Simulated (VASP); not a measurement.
Input of a VASP 6.6.1 run:

INCAR

```
SYSTEM = WSe2
ALGO = Normal
EDIFF = 1E-6
ENCUT = 520
GGA = PE
ISIF = 2
ISMEAR = -1
LASPH = .True.
LCHARG = .False.
LREAL = .False.
LWAVE = .False.
NBANDS = 20
NELM = 80
PREC = Accurate
SIGMA = 0.02
```

KPOINTS

```
k-points
0
Gamma
  12 12 4
  0 0 0
```

Contents of POSCAR:

```
WSe2
1.0
    3.2972127305      0.0000000000      0.0000000000
   -1.6486063653      2.8554699863      0.0000000000
    0.0000000000      0.0000000000      6.8818093136
W Se
1 2
Direct
    0.0000000000      0.0000000000      0.0000000000
    0.3333333333      0.6666666667      0.2412090831
    0.3333333333      0.6666666667      0.7587909169
```

Potentials or basis: VASP PAW PBE potentials, release 64 (W_sv, Se).

Run with:

```console
$ cat potpaw_PBE.64/W_sv/POTCAR potpaw_PBE.64/Se/POTCAR > POTCAR
$ mpirun -np 1 vasp_std > vasp.out
```

Problem. Predict the band gap on the k mesh.

Solution. 1.16 eV (least direct gap 1.52 eV).

Problem. Estimate the largest force.

Solution. 0.345 eV/Å.

Problem. Predict the pressure.

Solution. 4.5 GPa.

Forces on the atoms (eV/Å):
```
W    0.000  0.000  0.000
Se   0.000  0.000  0.345
Se   0.000  0.000 -0.345
```

Caveat: the cell differs from its parent crystal (uniaxial z strain -4.2%); the cell stands under pressure; spin-orbit coupling is left out, which moves the levels of the heavy elements; this functional lacks dispersion, which binds layers or chains, so the pressure and a relaxed spacing across them are unreliable. A k mesh can miss the band edges.
